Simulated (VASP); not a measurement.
AlGa2N3:

```
CELL_PARAMETERS angstrom
2.95566 0.00000 0.00000
-1.47783 2.55968 0.00000
0.00000 0.00000 7.23987
ATOMIC_POSITIONS crystal
Al 0.00000 0.00000 0.00000
Ga 0.66667 0.33333 0.66667
Ga 0.33333 0.66667 0.33333
N 0.66667 0.33333 0.91667
N 0.33333 0.66667 0.58333
N 0.00000 0.00000 0.25000
```

| Item | Value |
| --- | --- |
| Program | VASP 6.6.1 |
| Task | relaxation of cell and atoms |
| Functional | PBE |
| Potentials or basis | VASP PAW PBE potentials, release 64 (Al, Ga_d, N) |
| Cutoff | 600 eV |
| k mesh | 12 × 12 × 4 |
| Occupations | fermi-dirac, width 0.02 eV |
| Spin | no spin polarisation |

At the start: pressure 63.3 GPa; volume 9.13 Å³/atom.

Question: How do energy, volume and symmetry change on relaxing?

Answer: Over 11 steps the energy falls by 379.9 meV/atom and the volume is 11.39 Å³/atom (+24.8 %); space group P3m1 (No. 156, to 0.1 Å) before and after.

Step by step:
| step | energy change (eV) | largest force (eV/Å) | pressure (GPa) | volume (Å³) |
| --- | --- | --- | --- | --- |
| 1 | 0.0000 | 1.6404 | 63.32 | 54.77 |
| 2 | -0.1108 | 0.5185 | -27.12 | 88.64 |
| 3 | -2.2676 | 0.4029 | -1.91 | 69.09 |
| 4 | -2.2715 | 0.4038 | -0.53 | 68.54 |
| 5 | -2.2715 | 0.4042 | 0.26 | 68.25 |
| 6 | -2.2780 | 0.1943 | 0.21 | 68.25 |
| 7 | -2.2780 | 0.1937 | 0.22 | 68.25 |
| 8 | -2.2794 | 0.0157 | -0.22 | 68.39 |
| 9 | -2.2794 | 0.0208 | -0.11 | 68.39 |
| 10 | -2.2795 | 0.0069 | 0.15 | 68.32 |
| 11 | -2.2795 | 0.0049 | -0.05 | 68.34 |

Final structure:
```
Al Ga N
1.0
     3.18157    0.00000    0.00000
    -1.59078    2.75532    0.00000
     0.00000    0.00000    7.79533
Al Ga N
1 2 3
Direct
  0.00000 0.00000 0.99975
  0.66667 0.33333 0.66942
  0.33333 0.66667 0.33071
  0.66667 0.33333 0.92373
  0.33333 0.66667 0.58300
  0.00000 0.00000 0.24337
```

Caveat: the volume moved by over 15 % at a fixed basis, so the end points are rough.
